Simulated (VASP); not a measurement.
A run of VASP 6.6.1 is set up as follows.

Contents of INCAR:

```
SYSTEM = Sn16O15
ALGO = Normal
EDIFF = 1E-8
ENCUT = 520
GGA = PS
ISIF = 2
ISMEAR = -1
LASPH = .True.
LCHARG = .False.
LEFG = .True.
LREAL = Auto
LWAVE = .False.
NBANDS = 178
NELECT = 312.0
NELM = 100
PREC = Accurate
SIGMA = 0.01
```

File KPOINTS:

```
k-points
0
Gamma
  3 3 2
  0 0 0
```

File POSCAR:

```
Sn16O15
1.0
    7.6273904400      0.0000000000      0.0000000000
    0.0000000000      7.6273904400      0.0000000000
    0.0000000000      0.0000000000      9.7738266000
Sn O
16 15
Direct
    0.0000000000      0.2500000000      0.1176869300
    0.0000000000      0.2500000000      0.6176869300
    0.0000000000      0.7500000000      0.1176869300
    0.0000000000      0.7500000000      0.6176869300
    0.5000000000      0.2500000000      0.1176869300
    0.5000000000      0.2500000000      0.6176869300
    0.5000000000      0.7500000000      0.1176869300
    0.5000000000      0.7500000000      0.6176869300
    0.2500000000      0.0000000000      0.3823130700
    0.2500000000      0.0000000000      0.8823130700
    0.2500000000      0.5000000000      0.3823130700
    0.2500000000      0.5000000000      0.8823130700
    0.7500000000      0.0000000000      0.3823130700
    0.7500000000      0.0000000000      0.8823130700
    0.7500000000      0.5000000000      0.3823130700
    0.7500000000      0.5000000000      0.8823130700
    0.2500000000      0.2500000000      0.5000000000
    0.2500000000      0.7500000000      0.0000000000
    0.2500000000      0.7500000000      0.5000000000
    0.7500000000      0.2500000000      0.0000000000
    0.7500000000      0.2500000000      0.5000000000
    0.7500000000      0.7500000000      0.0000000000
    0.7500000000      0.7500000000      0.5000000000
    0.0000000000      0.0000000000      0.0000000000
    0.0000000000      0.0000000000      0.5000000000
    0.0000000000      0.5000000000      0.0000000000
    0.0000000000      0.5000000000      0.5000000000
    0.5000000000      0.0000000000      0.0000000000
    0.5000000000      0.0000000000      0.5000000000
    0.5000000000      0.5000000000      0.0000000000
    0.5000000000      0.5000000000      0.5000000000
```

Potentials or basis: VASP PAW PBE potentials, release 64 (Sn_d, O).

The run is started by

```sh
$ cat potpaw_PBE.64/Sn_d/POTCAR potpaw_PBE.64/O/POTCAR > POTCAR
$ mpirun -np 1 vasp_std > vasp.out
```

**Question.** Estimate the largest force.

**Answer.** 0.589 eV/Å.

Electric field gradients, principal values (V/Å²):
```tsv
atom	least	middle	greatest (by size)
1 Sn	23.608	109.148	-132.756
2 Sn	74.652	78.951	-153.603
3 Sn	70.979	80.561	-151.540
4 Sn	76.808	77.427	-154.235
5 Sn	23.608	109.148	-132.756
6 Sn	74.652	78.951	-153.603
7 Sn	70.979	80.561	-151.540
8 Sn	76.808	77.427	-154.235
9 Sn	74.652	78.951	-153.603
10 Sn	23.608	109.148	-132.756
11 Sn	74.652	78.951	-153.603
12 Sn	23.608	109.148	-132.756
13 Sn	76.808	77.427	-154.235
14 Sn	70.979	80.561	-151.540
15 Sn	76.808	77.427	-154.235
16 Sn	70.979	80.561	-151.540
17 O	-5.345	-5.345	10.690
18 O	-3.020	-8.282	11.302
19 O	-3.858	-4.710	8.568
20 O	-3.020	-8.282	11.302
21 O	-3.858	-4.710	8.568
22 O	0.049	0.049	-0.099
23 O	-6.905	-6.905	13.809
24 O	-7.934	-10.578	18.512
25 O	-4.297	-6.391	10.688
26 O	-7.934	-10.578	18.512
27 O	-4.297	-6.391	10.688
28 O	-7.934	-10.578	18.512
29 O	-4.297	-6.391	10.688
30 O	-7.934	-10.578	18.512
31 O	-4.297	-6.391	10.688
```

Caveat: the cell carries a net charge on a neutralising background, which shifts energy and pressure; without QUAD_EFG the Cq values of the log hold for a quadrupole moment of 1 mb, not for the nuclei; the PAW data sets were made with another functional, which shifts forces and pressure a little.
